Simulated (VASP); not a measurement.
# HgTe in VASP: settings compared

Aim: see how the results for HgTe move with the level of theory and the settings. Levels: r2SCAN, HSE06. Tasks: single point.

Everything below comes from runs of VASP 6.6.1. Logs are shortened: lines on timing, memory, paths and dates and some standing lists are left out, and cuts for length are marked.

## (1) The cell of the first run

It takes space group I-4m2 (No. 119, tetragonal). Conventional cell: a = 4.605 Å, b = 4.605 Å, c = 6.666 Å, α = 90.00°, β = 90.00°, γ = 90.00°. Hg (site symmetry -4m2) has 4 Te at 2.84 Å within 3.7 Å. Te (site symmetry -4m2) has 4 Hg at 2.84 Å within 3.7 Å.

## (2) Single point, r2SCAN (epitaxial xy strain -1.0%)

The input, POSCAR:

```
HgTe
1.0
    0.0000000000      3.2562663074      3.3330735535
    3.2562663074      0.0000000000      3.3330735535
    3.2562663074      3.2562663074      0.0000000000
Hg Te
1 1
Direct
    0.0000000000      0.0000000000      0.0000000000
    0.2500000000      0.2500000000      0.2500000000
```

The input, INCAR.step1:

```
SYSTEM = HgTe
PREC = Accurate
ENCUT = 520
ISMEAR = -1
SIGMA = 0.02
LREAL = .False.
LASPH = .True.
NELM = 60
NBANDS = 16
GGA = PE
ALGO = Normal
EDIFF = 1E-4
LWAVE = .True.
LCHARG = .False.
```

The input, INCAR.step2:

```
SYSTEM = HgTe
PREC = Accurate
ENCUT = 520
EDIFF = 1E-6
ISMEAR = -1
SIGMA = 0.02
LREAL = .False.
LASPH = .True.
NELM = 60
ALGO = Normal
ISIF = 2
LWAVE = .False.
LCHARG = .False.
METAGGA = R2SCAN
LMIXTAU = .True.
NBANDS = 16
ISTART = 1
```

The input, KPOINTS:

```
Automatic mesh
0
Gamma
  6 6 6
  0 0 0
```

Potentials or basis: VASP PAW PBE potentials, release 64 (Hg, Te).

Launch:

```console
> cat potpaw_PBE.64/Hg/POTCAR potpaw_PBE.64/Te/POTCAR > POTCAR
> cp INCAR.step1 INCAR
> mpirun -np 1 vasp_std > vasp.out
> cp INCAR.step2 INCAR
> mpirun -np 1 vasp_std > vasp.out
```

OUTCAR:

```text
SYSTEM = HgTe
   PREC = Accurate
   ENCUT = 520
   EDIFF = 1E-6
   ISMEAR = -1
   LREAL = .False.
   LASPH = .True.
   NELM = 60
   ISIF = 2
   METAGGA = R2SCAN
   ISTART = 1

 ion  position               nearest neighbor table
   1  0.000  0.000  0.000-   2 2.84   2 2.84   2 2.84   2 2.84
   2  0.250  0.250  0.250-   1 2.84   1 2.84   1 2.84   1 2.84

  LATTYP: Found a body centered tetragonal cell.
 ALAT       =     4.6050559746
 C/A-ratio  =     1.4475713528

  Lattice vectors:

 A1 = (  -3.2562663074,   0.0000000000,   3.3330735535)
 A2 = (   3.2562663074,   0.0000000000,   3.3330735535)
 A3 = (   0.0000000000,   3.2562663074,  -3.3330735535)

Analysis of symmetry for initial positions (statically):
=====================================================================
 Subroutine PRICEL returns:
 Original cell was already a primitive cell.

 Routine SETGRP: Setting up the symmetry group for a
 body centered tetragonal supercell.

 Subroutine GETGRP returns: Found  8 space group operations
 (whereof  8 operations were pure point group operations)
 out of a pool of 16 trial point group operations.

The static configuration has the point symmetry D_2d.

Analysis of symmetry for dynamics (positions and initial velocities):
=====================================================================
 Subroutine PRICEL returns:
 Original cell was already a primitive cell.

 Routine SETGRP: Setting up the symmetry group for a
 body centered tetragonal supercell.

 Subroutine GETGRP returns: Found  8 space group operations
 (whereof  8 operations were pure point group operations)
 out of a pool of 16 trial point group operations.

The dynamic configuration has the point symmetry D_2d.

 Subroutine INISYM returns: Found  8 space group operations
 (whereof  8 operations are pure point group operations),
 and found     1 'primitive' translations

----------------------------------------------------------------------------------------

                                     Primitive cell

  volume of cell :      70.6830

  direct lattice vectors                    reciprocal lattice vectors
     0.000000000  3.256266307  3.333073553    -0.153550095  0.153550095  0.150011691
     3.256266307  0.000000000  3.333073553     0.153550095 -0.153550095  0.150011691
     3.256266307  3.256266307  0.000000000     0.153550095  0.153550095 -0.150011691

  length of vectors
     4.659683420  4.659683420  4.605055975     0.263929480  0.263929480  0.263929480

  position of ions in fractional coordinates (direct lattice)
     0.000000000  0.000000000  0.000000000
     0.250000000  0.250000000  0.250000000

  ion indices of the primitive-cell ions
   primitive index   ion index
                 1           1
                 2           2

----------------------------------------------------------------------------------------

 KPOINTS: Automatic mesh

Automatic generation of k-mesh.
 Grid dimensions read from file:
 generate k-points for:    6    6    6

 Generating k-lattice:

  Cartesian coordinates                     Fractional coordinates (reciprocal lattice)
    -0.025591682  0.025591682  0.025001949     0.166666667  0.000000000  0.000000000
     0.025591682 -0.025591682  0.025001949     0.000000000  0.166666667  0.000000000
     0.025591682  0.025591682 -0.025001949     0.000000000  0.000000000  0.166666667

  Length of vectors
     0.043988247  0.043988247  0.043988247

  Shift w.r.t. Gamma in fractional coordinates (k-lattice)
     0.000000000  0.000000000  0.000000000

 Subroutine IBZKPT returns following result:
 ===========================================

 Found     30 irreducible k-points:

 Following reciprocal coordinates:
            Coordinates               Weight
  0.000000  0.000000  0.000000      1.000000
  0.166667 -0.000000  0.000000      8.000000
  0.333333  0.000000  0.000000      8.000000
  0.500000  0.000000  0.000000      4.000000
  0.166667  0.166667  0.000000      2.000000
  0.333333  0.166667  0.000000      8.000000
[... 16 lines left out ...]
  0.333333  0.000000  0.333333      4.000000
  0.500000  0.000000  0.333333     16.000000
 [... further k-points ...]
   k-points           NKPTS =     30   k-points in BZ     NKDIM =     30   number of bands    NBANDS=     16
   number of dos      NEDOS =    301   number of ions     NIONS =      2
   total plane-waves  NPLWV =  46656
   dimension x,y,z NGX =    36 NGY =   36 NGZ =   36
   dimension x,y,z NGXF=    72 NGYF=   72 NGZF=   72
   ions per type =               1   1
   NGX,Y,Z   is equivalent  to a cutoff of  12.84, 12.84, 13.00 a.u.
   NGXF,Y,Z  is equivalent  to a cutoff of  25.69, 25.69, 25.99 a.u.
 SYSTEM =  HgTe
   PREC   = accura    normal or accurate (medium, high low for compatibility)
   ISTART =      1    job   : 0-new  1-cont  2-samecut
   ICHARG =      0    charge: 1-file 2-atom 10-const
   ISPIN  =      1    spin polarized calculation?
   LNONCOLLINEAR =      F non collinear calculations
   LSORBIT =      F    spin-orbit coupling
   LASPH  =      T    aspherical Exc in radial PAW
   ENCUT  =  520.0 eV  38.22 Ry    6.18 a.u.   8.66  8.66  8.56*2*pi/ulx,y,z
   NELM   =     60;   NELMIN=  2; NELMDL=  0     # of ELM steps
   EDIFF  = 0.1E-05   stopping-criterion for ELM
   LREAL  =      F    real-space projection
   EDIFFG = 0.1E-04   stopping-criterion for IOM
   NSW    =      0    number of steps for IOM
   IBRION =     -1    ionic relax: 0-MD 1-quasi-New 2-CG
   NFREE  =      0    steps in history (QN), initial steepest desc. (CG)
   ISIF   =      2    stress and relaxation
   ISYM   =      2    0-nonsym 1-usesym 2-fastsym
   POTIM  = 0.5000    time-step for ionic-motion
   TEBEG  =    0.0;   TEEND  =   0.0 temperature during run
   PSTRESS=    0.0 pullay stress
   NELECT =      18.0000    total number of electrons
   NUPDOWN=      -1.0000    fix difference up-down
   EMIN   =  10.00;   EMAX   =-10.00  energy-range for DOS
   EFERMI =   0.00;   METHOD = LEGACY
   ISMEAR =    -1;   SIGMA  =   0.02  broadening in eV -4-tet -1-fermi 0-gaus
   EFERMI_NEDOS =   21; number of points for ismear=-14 and -15
   IALGO  =     38    algorithm
   IMIX   =      4    mixing-type and parameters
     AMIX     =   0.40;   BMIX     =  1.00
     AMIX_MAG =   1.60;   BMIX_MAG =  1.00
  volume/ion in A,a.u.               =      35.34       238.50
  Fermi-wavevector in a.u.,A,eV,Ry     =   1.037674  1.960919 14.650297  1.076766
  Thomas-Fermi vector in A             =   2.172122
   LORBIT       =      0    0 simple, 1 ext, 2 COOP (PROOUT), +10 PAW based schemes
   METAGGA = R2SCAN    functional components
   LHFCALC =     F    Hartree Fock is set to
   AEXX    =    0.0000 exact exchange contribution
   IVDW    =     0    specifies the selected vdW correction
   LEPSILON=     F    determine dielectric tensor
   LRPA    =     F    only Hartree local field effects (RPA)
 non-spin polarized calculation
  energy-cutoff  :      520.00
  volume of cell :       70.68
 maximum number of plane-waves:      1927
 NGX is ok and might be reduce to    36
   NGX = 17   NGY = 17   NGZ = 17

 number of electron      18.0000002 magnetization

 Free energy of the ion-electron system (eV)
  ---------------------------------------------------
  ext. energy  EPLUGINS =         0.00000000
  ---------------------------------------------------
  free energy    TOTEN  =       -75.15247159 eV

  energy without entropy =      -75.15219991  energy(sigma->0) =      -75.15233575

 E-fermi :   2.4187     XC(G=0):  -9.0967

 val. band max:        2.4180547139   @ k =   0.0000   0.0000   0.0000
 cond. band min:       3.3317255908   @ k =   0.5000   0.0000   0.0000
 fundamental gap:      0.9136708770
 Fermi energy:         2.4186830767

 k-point     1 :       0.0000    0.0000    0.0000
  band No.  band energies     occupation
      1      -9.6812      2.00000
      2      -4.9906      2.00000
      3      -4.9856      2.00000
      4      -4.9856      2.00000
      5      -4.4791      2.00000
      6      -4.4658      2.00000
[... 8 lines left out ...]
     15      12.1998      0.00000
     16      12.5199      0.00000

 k-point     2 :       0.1667   -0.0000    0.0000
  band No.  band energies     occupation
      1      -9.5540      2.00000
      2      -4.9559      2.00000
      3      -4.9506      2.00000
      4      -4.9227      2.00000
      5      -4.4798      2.00000
      6      -4.4694      2.00000
[... 8 lines left out ...]
     15      11.3238      0.00000
     16      11.4832      0.00000

 k-point     3 :       0.3333    0.0000    0.0000
  band No.  band energies     occupation
      1      -9.2820      2.00000
      2      -4.8963      2.00000
      3      -4.8878      2.00000
      4      -4.6271      2.00000
      5      -4.4665      2.00000
      6      -4.4648      2.00000
[... 8 lines left out ...]
     15      11.7112      0.00000
     16      11.7334      0.00000

 k-point     4 :       0.5000    0.0000    0.0000
  band No.  band energies     occupation
      1      -9.1366      2.00000
      2      -4.8731      2.00000
      3      -4.8620      2.00000
      4      -4.4546      2.00000
      5      -4.4531      2.00000
      6      -4.1806      2.00000
[... 8 lines left out ...]
     15      12.8515      0.00000
     16      12.9797      0.00000

 k-point     5 :       0.1667    0.1667    0.0000
  band No.  band energies     occupation
      1      -9.5141      2.00000
      2      -4.9539      2.00000
      3      -4.9154      2.00000
      4      -4.9154      2.00000
      5      -4.5006      2.00000
      6      -4.4526      2.00000
[... 8 lines left out ...]
     15      11.1368      0.00000
     16      12.6586      0.00000

 k-point     6 :       0.3333    0.1667    0.0000
  band No.  band energies     occupation
      1      -9.2890      2.00000
      2      -4.8911      2.00000
      3      -4.8446      2.00000
      4      -4.7450      2.00000
      5      -4.4870      2.00000
      6      -4.4437      2.00000
[... 8 lines left out ...]
     15      12.1690      0.00000
     16      12.5771      0.00000

 k-point     7 :       0.5000    0.1667    0.0000
  band No.  band energies     occupation
      1      -9.0940      2.00000
      2      -4.8522      2.00000
      3      -4.8127      2.00000
      4      -4.5101      2.00000
      5      -4.4488      2.00000
      6      -4.2137      2.00000
[... 8 lines left out ...]
     15      12.4337      0.00000
     16      12.9968      0.00000

 k-point     8 :      -0.3333    0.1667    0.0000
  band No.  band energies     occupation
      1      -9.1398      2.00000
      2      -4.8504      2.00000
      3      -4.8415      2.00000
      4      -4.5158      2.00000
      5      -4.4776      2.00000
      6      -4.3335      2.00000
[... 8 lines left out ...]
     15      11.6308      0.00000
     16      13.0152      0.00000

 k-point     9 :      -0.1667    0.1667    0.0000
  band No.  band energies     occupation
      1      -9.3745      2.00000
      2      -4.9105      2.00000
      3      -4.8951      2.00000
      4      -4.8030      2.00000
      5      -4.4871      2.00000
      6      -4.4506      2.00000
[... 8 lines left out ...]
     15      11.7337      0.00000
     16      11.9137      0.00000
[... 172 lines left out ...]
 k-point    19 :       0.5000    0.3333    0.1667
  band No.  band energies     occupation
      1      -9.0990      2.00000
      2      -4.8194      2.00000
      3      -4.7912      2.00000
      4      -4.5975      2.00000
      5      -4.4489      2.00000
      6      -4.3389      2.00000
[... 8 lines left out ...]
     15      12.9939      0.00000
     16      13.9042      0.00000

 k-point    20 :      -0.3333    0.3333    0.1667
  band No.  band energies     occupation
      1      -8.9977      2.00000
      2      -4.7975      2.00000
      3      -4.7612      2.00000
      4      -4.5187      2.00000
      5      -4.4747      2.00000
      6      -4.0287      2.00000
[... 8 lines left out ...]
     15      13.1609      0.00000
     16      13.7599      0.00000

 k-point    21 :      -0.1667    0.3333    0.1667
  band No.  band energies     occupation
      1      -9.0926      2.00000
      2      -4.8173      2.00000
      3      -4.7950      2.00000
      4      -4.6139      2.00000
      5      -4.4501      2.00000
      6      -4.3063      2.00000
[... 8 lines left out ...]
     15      13.2044      0.00000
     16      13.7546      0.00000

 k-point    22 :      -0.3333    0.5000    0.1667
  band No.  band energies     occupation
      1      -8.9525      2.00000
      2      -4.7690      2.00000
      3      -4.7111      2.00000
      4      -4.5777      2.00000
      5      -4.4544      2.00000
      6      -3.9444      2.00000
[... 8 lines left out ...]
     15      13.6879      0.00000
     16      13.9531      0.00000

 k-point    23 :       0.3333    0.0000    0.3333
  band No.  band energies     occupation
      1      -9.1402      2.00000
      2      -4.8205      2.00000
      3      -4.7724      2.00000
      4      -4.7435      2.00000
      5      -4.4323      2.00000
      6      -4.4110      2.00000
[... 8 lines left out ...]
     15      12.8477      0.00000
     16      14.3840      0.00000

 k-point    24 :       0.5000    0.0000    0.3333
  band No.  band energies     occupation
      1      -8.9932      2.00000
      2      -4.7926      2.00000
      3      -4.7144      2.00000
      4      -4.6403      2.00000
      5      -4.4314      2.00000
      6      -4.1273      2.00000
[... 8 lines left out ...]
     15      13.2151      0.00000
     16      14.1449      0.00000

 [... further k-points ...]
[... 5 lines left out ...]
  --------------------------------------------------------------------------------------
  -------------------------------------------------------------------------------------
  Total        0.1774974      0.1774974      0.0270835      0.0000000     -0.0000000      0.0000000
  in kB        4.0233504      4.0233504      0.6139052      0.0000000     -0.0000000      0.0000000
  external PRESSURE =       2.8868686 kB  Pullay stress =       0.0000000 kB

 VOLUME and BASIS-vectors are now :
 -----------------------------------------------------------------------------
  energy-cutoff  :      520.00
  volume of cell :       70.68
      direct lattice vectors                 reciprocal lattice vectors
     0.000000000  3.256266307  3.333073553    -0.153550095  0.153550095  0.150011691
     3.256266307  0.000000000  3.333073553     0.153550095 -0.153550095  0.150011691
     3.256266307  3.256266307  0.000000000     0.153550095  0.153550095 -0.150011691

 POSITION                                       TOTAL-FORCE (eV/Angst)
 -----------------------------------------------------------------------------------
      0.00000      0.00000      0.00000        -0.000000     -0.000000     -0.000000
      1.62813      1.62813      1.66654         0.000000      0.000000      0.000000
 -----------------------------------------------------------------------------------
    total drift:                                0.000000      0.000000      0.000001

  FREE ENERGIE OF THE ION-ELECTRON SYSTEM (eV)
  ---------------------------------------------------
  free  energy   TOTEN  =       -75.1524715892 eV

  energy  without entropy=      -75.1521999130  energy(sigma->0) =      -75.15233575
```

It took 50 s on 1 thread of Intel Xeon 6975P-C (Granite Rapids), shared host; peak memory 0.23 GiB.

What came out:

| Quantity | Value |
| --- | --- |
| Free energy | -75.1525 eV |
| Pressure | 0.3 GPa |
| Band gap on the k mesh | zero (filled and empty bands touch) |

Stress tensor (GPa, compression positive):
```
0.40 0.00 0.00
0.00 0.40 0.00
0.00 0.00 0.06
```

Levels at points of the mesh, in eV from the Fermi level:
```csv
k point,band 7,band 8,band 9,band 10,band 11,band 12
"(0.00, 0.00, 0.00)",-0.56,-0.08,0.00,0.00,4.62,4.62
"(0.50, 0.00, 0.00)",-5.37,-1.01,-0.90,0.91,5.34,5.46
"(0.50, 0.50, 0.00)",-5.43,-2.12,-2.12,2.18,2.89,8.40
"(0.50, 0.00, 0.50)",-5.32,-2.24,-2.19,2.01,2.79,8.55
```

Caveat: the cell differs from its parent crystal (epitaxial xy strain -1.0%); semilocal functionals underestimate gaps, and a narrow one can read as zero; the PAW data sets were made with another functional, which shifts forces and pressure a little; spin-orbit coupling is left out, which moves the levels of the heavy elements.

(Continued in part 2 of 2.)

The gap in the log of VASP goes by the Fermi energy; the results here count the filled bands.